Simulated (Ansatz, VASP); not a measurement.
**SnO: VASP beside Ansatz**

```
Sn O
1.0
     3.82016    0.00000    0.00000
     0.00000    3.82016    0.00000
     0.00000    0.00000   22.22608
Sn O
4 4
Direct
  0.75000 0.25000 0.20246
  0.25000 0.75000 0.30878
  0.37500 0.00000 0.47975
  0.87500 0.50000 0.58607
  0.25000 0.25000 0.25562
  0.75000 0.75000 0.25562
  0.87500 0.00000 0.53291
  0.37500 0.50000 0.53291
```

Alike in both runs: task single point; functional PBE; dispersion D3(BJ); k mesh 7 × 7 × 1; occupations gaussian, width 0.05 eV; no spin polarisation.

|  | VASP | Ansatz |
| --- | --- | --- |
| version | VASP 6.6.1 | Ansatz 0.2.0 |
| potentials or method | VASP PAW PBE potentials, release 64 (Sn_d, O), cutoff 520 eV | scalar-relativistic, plane waves, PAW |
| valence electrons in the cell | 80 | 80 |

```tsv
	VASP	Ansatz	Ansatz less VASP
gap on the k mesh at the Fermi level (eV)	2.16	2.16	+0.007
least direct gap on the mesh (eV)	2.41	2.42	+0.010
rms of the force components (eV/Å)	0.040	0.047	+0.0077
```

Ansatz's warnings: xc potential rough in thin density.
